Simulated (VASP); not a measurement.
# Al2Cu (P4/mmm) in VASP: a series of runs

The runs below take Al2Cu through single point, with PBEsol, revPBE.

Everything below comes from runs of VASP 6.6.1. Logs are shortened: lines on timing, memory, paths and dates and some standing lists are left out, and cuts for length are marked.

## Step 1: The cell of the first run

Symmetry: P4/mmm, No. 123, tetragonal system. The conventional cell has a = 4.084 Å, b = 4.084 Å, c = 2.804 Å, α = 90.00°, β = 90.00°, γ = 90.00°. Al (site symmetry mmm) has 4 Cu at 2.48 Å and 6 Al at 2.80 to 2.89 Å within 3.3 Å. Cu (site symmetry 4/mmm) has 8 Al at 2.48 Å and 2 Cu at 2.80 Å within 3.3 Å.

## Step 2: Single point, PBEsol (strain +0.000 along x and y, -0.015 along z)

File INCAR:

```
PREC     = Accurate       # precision mode
ENCUT    = 520            # plane-wave cutoff, eV
EDIFF    = 1E-6           # SCF threshold, eV
ISMEAR   = 0              # smearing method
SIGMA    = 0.15           # smearing width, eV
LREAL    = False          # projectors in reciprocal space
LASPH    = True           # aspherical terms in the spheres
NELM     = 100            # most SCF steps
ALGO     = Fast           # electronic algorithm
ISIF     = 2              # what is computed and relaxed
LWAVE    = False          # write WAVECAR
LCHARG   = True           # write CHGCAR
GGA      = PS             # functional
LELF     = True           # ELF
LVHAR    = True         
NBANDS   = 16             # bands
```

File KPOINTS:

```
regular mesh
0
Gamma
  12 12 16
```

File POSCAR:

```
Al2Cu
1.0
    4.0841721965      0.0000000000      0.0000000000
    0.0000000000      4.0841721965      0.0000000000
    0.0000000000      0.0000000000      2.8036988300
Al Cu
2 1
Direct
    0.5000000000      0.0000000000      0.5000000000
    0.0000000000      0.5000000000      0.5000000000
    0.0000000000      0.0000000000      0.0000000000
```

Potentials or basis: VASP PAW PBE potentials, release 64 (Al, Cu).

Command:

```sh
> cat potpaw_PBE.64/Al/POTCAR potpaw_PBE.64/Cu/POTCAR > POTCAR
> mpirun -np 1 vasp_std > vasp.out
```

OUTCAR:

```text
PREC = Accurate
   ENCUT = 520
   EDIFF = 1E-6
   ISMEAR = 0
   LREAL = False
   LASPH = True
   NELM = 100
   ISIF = 2
   GGA = PS

 ion  position               nearest neighbor table
   1  0.500  0.000  0.500-   3 2.48   3 2.48   3 2.48   3 2.48   2 2.89   2 2.89   2 2.89   2 2.89

   2  0.000  0.500  0.500-   3 2.48   3 2.48   3 2.48   3 2.48   1 2.89   1 2.89   1 2.89   1 2.89

   3  0.000  0.000  0.000-   1 2.48   2 2.48   1 2.48   2 2.48   2 2.48   2 2.48   1 2.48   1 2.48

  LATTYP: Found a simple tetragonal cell.
 ALAT       =     4.0841721965
 C/A-ratio  =     0.6864790942

  Lattice vectors:

 A1 = (   4.0841721965,   0.0000000000,   0.0000000000)
 A2 = (   0.0000000000,   4.0841721965,   0.0000000000)
 A3 = (   0.0000000000,   0.0000000000,   2.8036988300)

Analysis of symmetry for initial positions (statically):
=====================================================================
 Subroutine PRICEL returns:
 Original cell was already a primitive cell.

 Routine SETGRP: Setting up the symmetry group for a
 simple tetragonal supercell.

 Subroutine GETGRP returns: Found 16 space group operations
 (whereof 16 operations were pure point group operations)
 out of a pool of 16 trial point group operations.

The static configuration has the point symmetry D_4h.

Analysis of symmetry for dynamics (positions and initial velocities):
=====================================================================
 Subroutine PRICEL returns:
 Original cell was already a primitive cell.

 Routine SETGRP: Setting up the symmetry group for a
 simple tetragonal supercell.

 Subroutine GETGRP returns: Found 16 space group operations
 (whereof 16 operations were pure point group operations)
 out of a pool of 16 trial point group operations.

The dynamic configuration has the point symmetry D_4h.

 Subroutine INISYM returns: Found 16 space group operations
 (whereof 16 operations are pure point group operations),
 and found     1 'primitive' translations

----------------------------------------------------------------------------------------

                                     Primitive cell

  volume of cell :      46.7670

  direct lattice vectors                    reciprocal lattice vectors
     4.084172196  0.000000000  0.000000000     0.244847659  0.000000000  0.000000000
     0.000000000  4.084172196  0.000000000     0.000000000  0.244847659  0.000000000
     0.000000000  0.000000000  2.803698830     0.000000000  0.000000000  0.356671690

  length of vectors
     4.084172196  4.084172196  2.803698830     0.244847659  0.244847659  0.356671690

  position of ions in fractional coordinates (direct lattice)
     0.500000000  0.000000000  0.500000000
     0.000000000  0.500000000  0.500000000
     0.000000000  0.000000000  0.000000000

  ion indices of the primitive-cell ions
   primitive index   ion index
                 1           1
                 2           2
                 3           3

----------------------------------------------------------------------------------------

 KPOINTS: regular mesh

Automatic generation of k-mesh.
 Grid dimensions read from file:
 generate k-points for:   12   12   16

 Generating k-lattice:

  Cartesian coordinates                     Fractional coordinates (reciprocal lattice)
     0.020403972  0.000000000  0.000000000     0.083333333  0.000000000  0.000000000
     0.000000000  0.020403972  0.000000000     0.000000000  0.083333333  0.000000000
     0.000000000  0.000000000  0.022291981     0.000000000  0.000000000  0.062500000

  Length of vectors
     0.020403972  0.020403972  0.022291981

  Shift w.r.t. Gamma in fractional coordinates (k-lattice)
     0.000000000  0.000000000  0.000000000

 Subroutine IBZKPT returns following result:
 ===========================================

 Found    252 irreducible k-points:

 Following reciprocal coordinates:
            Coordinates               Weight
  0.000000  0.000000  0.000000      1.000000
  0.083333  0.000000  0.000000      4.000000
  0.166667  0.000000  0.000000      4.000000
  0.250000  0.000000  0.000000      4.000000
  0.333333  0.000000  0.000000      4.000000
  0.416667  0.000000  0.000000      4.000000
[... 16 lines left out ...]
  0.333333  0.333333  0.000000      4.000000
  0.416667  0.333333  0.000000      8.000000
 [... further k-points ...]
   k-points           NKPTS =    252   k-points in BZ     NKDIM =    252   number of bands    NBANDS=     16
   number of dos      NEDOS =    301   number of ions     NIONS =      3
   total plane-waves  NPLWV =  21600
   dimension x,y,z NGX =    30 NGY =   30 NGZ =   24
   dimension x,y,z NGXF=    60 NGYF=   60 NGZF=   48
   ions per type =               2   1
   NGX,Y,Z   is equivalent  to a cutoff of  12.21, 12.21, 14.23 a.u.
   NGXF,Y,Z  is equivalent  to a cutoff of  24.42, 24.42, 28.46 a.u.
 SYSTEM =  unknown system
   PREC   = accura    normal or accurate (medium, high low for compatibility)
   ISTART =      0    job   : 0-new  1-cont  2-samecut
   ICHARG =      2    charge: 1-file 2-atom 10-const
   ISPIN  =      1    spin polarized calculation?
   LNONCOLLINEAR =      F non collinear calculations
   LSORBIT =      F    spin-orbit coupling
   LASPH  =      T    aspherical Exc in radial PAW
   ENCUT  =  520.0 eV  38.22 Ry    6.18 a.u.   7.59  7.59  5.21*2*pi/ulx,y,z
   NELM   =    100;   NELMIN=  2; NELMDL= -5     # of ELM steps
   EDIFF  = 0.1E-05   stopping-criterion for ELM
   LREAL  =      F    real-space projection
   EDIFFG = 0.1E-04   stopping-criterion for IOM
   NSW    =      0    number of steps for IOM
   IBRION =     -1    ionic relax: 0-MD 1-quasi-New 2-CG
   NFREE  =      0    steps in history (QN), initial steepest desc. (CG)
   ISIF   =      2    stress and relaxation
   ISYM   =      2    0-nonsym 1-usesym 2-fastsym
   POTIM  = 0.5000    time-step for ionic-motion
   TEBEG  =    0.0;   TEEND  =   0.0 temperature during run
   PSTRESS=    0.0 pullay stress
   NELECT =      17.0000    total number of electrons
   NUPDOWN=      -1.0000    fix difference up-down
   EMIN   =  10.00;   EMAX   =-10.00  energy-range for DOS
   EFERMI =   0.00;   METHOD = LEGACY
   ISMEAR =     0;   SIGMA  =   0.15  broadening in eV -4-tet -1-fermi 0-gaus
   EFERMI_NEDOS =   21; number of points for ismear=-14 and -15
   IALGO  =     68    algorithm
   IMIX   =      4    mixing-type and parameters
     AMIX     =   0.40;   BMIX     =  1.00
     AMIX_MAG =   1.60;   BMIX_MAG =  1.00
  volume/ion in A,a.u.               =      15.59       105.20
  Fermi-wavevector in a.u.,A,eV,Ry     =   1.168364  2.207887 18.572950  1.365073
  Thomas-Fermi vector in A             =   2.304851
   LORBIT       =      0    0 simple, 1 ext, 2 COOP (PROOUT), +10 PAW based schemes
   GGA     = PS    functional components
   LHFCALC =     F    Hartree Fock is set to
   AEXX    =    0.0000 exact exchange contribution
   IVDW    =     0    specifies the selected vdW correction
   LEPSILON=     F    determine dielectric tensor
   LRPA    =     F    only Hartree local field effects (RPA)
 non-spin polarized calculation
 RMM-DIIS sequential band-by-band and
 Gauss-broadening in eV      SIGMA  =   0.15
  energy-cutoff  :      520.00
  volume of cell :       46.77
 maximum number of plane-waves:      1280
   NGX = 15   NGY = 15   NGZ = 11

 number of electron      16.9999991 magnetization

 Free energy of the ion-electron system (eV)
  ---------------------------------------------------
  ext. energy  EPLUGINS =         0.00000000
  ---------------------------------------------------
  free energy    TOTEN  =       -12.56678994 eV

  energy without entropy =      -12.55783572  energy(sigma->0) =      -12.56231283

 E-fermi :   7.4842     XC(G=0): -10.6545

 val. band max:        7.4785057519   @ k =   0.4167   0.0000   0.3125
 cond. band min:       7.4912550785   @ k =   0.3333   0.2500   0.2500
 fundamental gap:      0.0127493266
 Fermi energy:         7.4841955336

 k-point     1 :       0.0000    0.0000    0.0000
  band No.  band energies     occupation
      1      -3.3239      2.00000
      2       1.8303      2.00000
      3       2.3491      2.00000
      4       3.0584      2.00000
      5       3.3234      2.00000
      6       3.3234      2.00000
[... 8 lines left out ...]
     15      14.8084      0.00000
     16      20.5582      0.00000

 k-point     2 :       0.0833    0.0000    0.0000
  band No.  band energies     occupation
      1      -3.2648      2.00000
      2       1.7985      2.00000
      3       2.3347      2.00000
      4       3.0391      2.00000
      5       3.3217      2.00000
      6       3.3237      2.00000
[... 8 lines left out ...]
     15      15.4503      0.00000
     16      20.5558      0.00000

 k-point     3 :       0.1667    0.0000    0.0000
  band No.  band energies     occupation
      1      -3.0893      2.00000
      2       1.6452      2.00000
      3       2.2975      2.00000
      4       2.9906      2.00000
      5       3.3171      2.00000
      6       3.3246      2.00000
[... 8 lines left out ...]
     15      16.8801      0.00000
     16      19.9186      0.00000

 k-point     4 :       0.2500    0.0000    0.0000
  band No.  band energies     occupation
      1      -2.8036      2.00000
      2       1.2298      2.00000
      3       2.2694      2.00000
      4       2.9323      2.00000
      5       3.2682      2.00000
      6       3.3107      2.00000
[... 8 lines left out ...]
     15      18.4365      0.00000
     16      19.1552      0.00000
[... 324 lines left out ...]
 k-point    22 :       0.5000    0.2500    0.0000
  band No.  band energies     occupation
      1      -1.2141      2.00000
      2       0.0418      2.00000
      3       2.0741      2.00000
      4       2.5610      2.00000
      5       2.9696      2.00000
      6       3.3013      2.00000
[... 8 lines left out ...]
     15      17.8778      0.00000
     16      18.9074      0.00000

 k-point    23 :       0.3333    0.3333    0.0000
  band No.  band energies     occupation
      1      -1.5071      2.00000
      2       1.0752      2.00000
      3       1.5038      2.00000
      4       2.5412      2.00000
      5       3.1121      2.00000
      6       3.3085      2.00000
[... 8 lines left out ...]
     15      18.7991      0.00000
     16      19.5499      0.00000

 k-point    24 :       0.4167    0.3333    0.0000
  band No.  band energies     occupation
      1      -1.0669      2.00000
      2       0.6515      2.00000
      3       1.6019      2.00000
      4       2.4084      2.00000
      5       3.0054      2.00000
      6       3.3045      2.00000
[... 8 lines left out ...]
     15      18.4069      0.00000
     16      18.9823      0.00000

 [... further k-points ...]
[... 5 lines left out ...]
  --------------------------------------------------------------------------------------
  -------------------------------------------------------------------------------------
  Total        0.3395320      0.3395320      0.7012378      0.0000000     -0.0000000      0.0000000
  in kB       11.6319330     11.6319330     24.0235087      0.0000000     -0.0000000      0.0000000
  external PRESSURE =      15.7624582 kB  Pullay stress =       0.0000000 kB

 VOLUME and BASIS-vectors are now :
 -----------------------------------------------------------------------------
  energy-cutoff  :      520.00
  volume of cell :       46.77
      direct lattice vectors                 reciprocal lattice vectors
     4.084172196  0.000000000  0.000000000     0.244847659  0.000000000  0.000000000
     0.000000000  4.084172196  0.000000000     0.000000000  0.244847659  0.000000000
     0.000000000  0.000000000  2.803698830     0.000000000  0.000000000  0.356671690

 POSITION                                       TOTAL-FORCE (eV/Angst)
 -----------------------------------------------------------------------------------
      2.04209      0.00000      1.40185         0.000000      0.000000      0.000000
      0.00000      2.04209      1.40185         0.000000      0.000000      0.000000
      0.00000      0.00000      0.00000         0.000000      0.000000      0.000000
 -----------------------------------------------------------------------------------
    total drift:                                0.000000      0.000000     -0.000000

  FREE ENERGIE OF THE ION-ELECTRON SYSTEM (eV)
  ---------------------------------------------------
  free  energy   TOTEN  =       -12.5667899380 eV

  energy  without entropy=      -12.5578357202  energy(sigma->0) =      -12.56231283
```

It took 2.1 min on 1 thread of Intel Xeon Platinum 8375C at 2.90GHz (Ice Lake), shared host; peak memory 0.29 GiB.

Results:

```
Free energy : -12.5668 eV
Pressure    : 1.6 GPa
```

Stress tensor (GPa, compression positive):
```
1.16 0.00 0.00
0.00 1.16 0.00
0.00 0.00 2.40
```

Levels at points of the mesh, in eV from the Fermi level:
| k point | band 5 | band 6 | band 7 | band 8 | band 9 | band 10 | band 11 | band 12 | band 13 | band 14 |
| --- | --- | --- | --- | --- | --- | --- | --- | --- | --- | --- |
| (0.00, 0.00, 0.00) | -4.16 | -4.16 | -2.58 | -2.58 | -0.15 | 0.76 | 6.07 | 6.07 | 6.77 | 6.98 |
| (0.50, 0.00, 0.00) | -4.52 | -4.19 | -4.16 | -1.27 | 1.49 | 1.61 | 1.83 | 8.15 | 8.29 | 9.44 |
| (0.50, 0.50, 0.00) | -4.56 | -4.41 | -4.18 | -4.18 | -2.52 | 8.57 | 8.57 | 9.89 | 10.01 | 10.09 |
| (0.00, 0.00, 0.50) | -4.95 | -4.21 | -2.99 | 2.45 | 2.69 | 2.69 | 2.74 | 2.74 | 3.19 | 4.04 |
| (0.50, 0.00, 0.50) | -4.30 | -4.30 | -3.17 | -2.43 | -1.57 | 3.83 | 3.94 | 4.58 | 5.20 | 6.04 |
| (0.50, 0.50, 0.50) | -4.06 | -3.50 | -2.37 | -2.37 | -0.76 | -0.75 | 0.16 | 0.16 | 2.35 | 11.84 |

Caveat: the cell differs from its parent crystal (strain +0.000 along x and y, -0.015 along z); the PAW data sets were made with another functional, which shifts forces and pressure a little.

(Part 1 of 2 ends here.)
